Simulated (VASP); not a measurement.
Here is a VASP 6.6.1 calculation.

File INCAR:

```
ALGO = Normal
DIPOL = 0.5 0.5 0.360
EDIFF = 1E-7
ENCUT = 520
GGA = PE
IDIPOL = 3
ISIF = 2
ISMEAR = 0
IVDW = 12
LASPH = T
LCHARG = F
LDIPOL = T
LREAL = F
LWAVE = F
NBANDS = 16
NELM = 80
PREC = Accurate
SIGMA = 0.1
```

File KPOINTS:

```
k-points
0
Gamma
  15 15 1
```

File POSCAR:

```
C
1.0
    2.4656524409      0.0000000000      0.0000000000
   -1.2328262205      2.1353176507      0.0000000000
    0.0000000000      0.0000000000     17.5000663885
C
4
Direct
    0.6666666667      0.3333333333      0.2571437784
    0.3333333333      0.6666666667      0.2571418816
    0.6666666667      0.6666666667      0.4634306070
    0.3333333333      1.0000000000      0.4634287102
```

Potentials or basis: VASP PAW PBE potentials, release 64 (C).

Run with:

```bash
$ cat potpaw_PBE.64/C/POTCAR > POTCAR
$ mpirun -np 1 vasp_std > vasp.out
```

**Question.** What does it give for the largest force?

**Answer.** 0.017 eV/Å.

**Question.** Estimate the band gap on the k mesh.

**Answer.** 0.25 eV, direct.

Forces on the atoms (eV/Å):
```
C    0.001 -0.004  0.016
C    0.003 -0.003  0.016
C   -0.003  0.003 -0.016
C   -0.001  0.004 -0.016
```
